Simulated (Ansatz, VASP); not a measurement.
**InSe: VASP beside Ansatz**

File INCAR:

```
ALGO = Normal ; EDIFF = 1E-6
ENCUT = 520 ; GGA = PS
ISIF = 2 ; ISMEAR = 0
LASPH = T ; LCHARG = F
LREAL = F ; LWAVE = F
NBANDS = 16 ; NELM = 80
PREC = Accurate ; SIGMA = 0.1
```

File KPOINTS:

```
k-points
0
Gamma
  20 20 20
```

POSCAR

```
InSe
1.0
    0.0000000000      2.9335307489      2.9335307489
    2.9335307489      0.0000000000      2.9335307489
    2.9335307489      2.9335307489      0.0000000000
In Se
1 1
Direct
    0.0000000000      0.0000000000      0.0000000000
    0.5000000000      0.5000000000      0.5000000000
```

Input for Ansatz:

```yaml
crystal:
  lattice:
    - [0.0, 2.9335307489, 2.9335307489]
    - [2.9335307489, 0.0, 2.9335307489]
    - [2.9335307489, 2.9335307489, 0.0]
  atoms:
    - { symbol: In, position: [0.0, 0.0, 0.0] }
    - { symbol: Se, position: [0.5, 0.5, 0.5] }
scf:
  occupations: { method: gaussian, width: 0.1 }
output:
  forces: true
  stress: true
  eigenvalues: true
  write_density: true
  write_potential: true
  elf: true
  volumetric_format: npy
hamiltonian:
  xc: pbesol
basis:
  ecutwfc: 450
kpoints:
  mp_grid: { grid: [20, 20, 20] }
```

Alike in both runs: task single point; functional PBEsol; k mesh 20 × 20 × 20; occupations gaussian, width 0.1 eV; no spin polarisation.

```csv
,VASP,Ansatz
version,VASP 6.6.1,Ansatz 0.2.0
potentials or method,"VASP PAW PBE potentials, release 64 (In_d, Se), cutoff 520 eV","scalar-relativistic, plane waves, PAW"
valence electrons in the cell,19,29
```

```tsv
	VASP	Ansatz	Ansatz less VASP
gap on the k mesh at the Fermi level (eV)	none	none	-
pressure (GPa)	-1.6	-1.6	-0.04
```

VASP's potentials were made for PBE, not for PBEsol. A gap of «none» marks a metal or a gap that the smearing closes. With one functional, cell and mesh, what is left measures potentials, basis and numerics. VASP's potentials hold 19 valence electrons a cell and Ansatz's 29, so a difference there can come from the potentials and not from the codes.
